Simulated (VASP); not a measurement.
Set up this calculation in VASP 6.6.1, as the native input.

```
Task                   : single point
Functional             : PBEsol
Potentials or basis    : VASP PAW PBE potentials, release 64 (Au, Cu)
Cutoff                 : 520 eV
k mesh                 : 11 × 11 × 11
Occupations            : fermi-dirac, width 0.05 eV
Spin                   : no spin polarisation
Dipole correction      : no
Further INCAR settings : ALGO = Normal; EDIFF = 1e-06; NBANDS = 18
```

The structure of CuAu lies in POSCAR:

```
CuAu
1.0
    1.4430568479      0.8331492596      4.2561707609
   -1.4430568479      0.8331492596      4.2561707609
    0.0000000000     -1.6662985192      4.2561707609
Au Cu
1 1
Direct
    0.0000000000      0.0000000000      0.0000000000
    0.5000000000      0.5000000000      0.5000000000
```

One way to write it, as run:

INCAR

```
PREC = Accurate
ENCUT = 520
EDIFF = 1E-6
ISMEAR = -1
SIGMA = 0.05
LREAL = False
LASPH = True
NELM = 80
ALGO = Normal
ISIF = 2
LWAVE = False
LCHARG = False
GGA = PS
NBANDS = 18
```

KPOINTS

```
regular mesh
0
Gamma
  11 11 11
```

Potentials or basis: VASP PAW PBE potentials, release 64 (Au, Cu).

Run with:

```sh
$ cat potpaw_PBE.64/Au/POTCAR potpaw_PBE.64/Cu/POTCAR > POTCAR
$ mpirun -np 1 vasp_std > vasp.out
```

Results of the run:

The pressure is -8.0 GPa and the band gap on the k mesh is zero (band 11 reaches 9.88 eV, above the bottom of band 12 at 5.73 eV).

Caveat: the PAW data sets were made with another functional, which shifts forces and pressure a little; spin-orbit coupling is left out, which moves the levels of the heavy elements.

It took 52 s on 1 thread of Intel(R) Xeon(R) 6975P-C (Granite Rapids), on a shared host, peak memory 0.26 GiB.
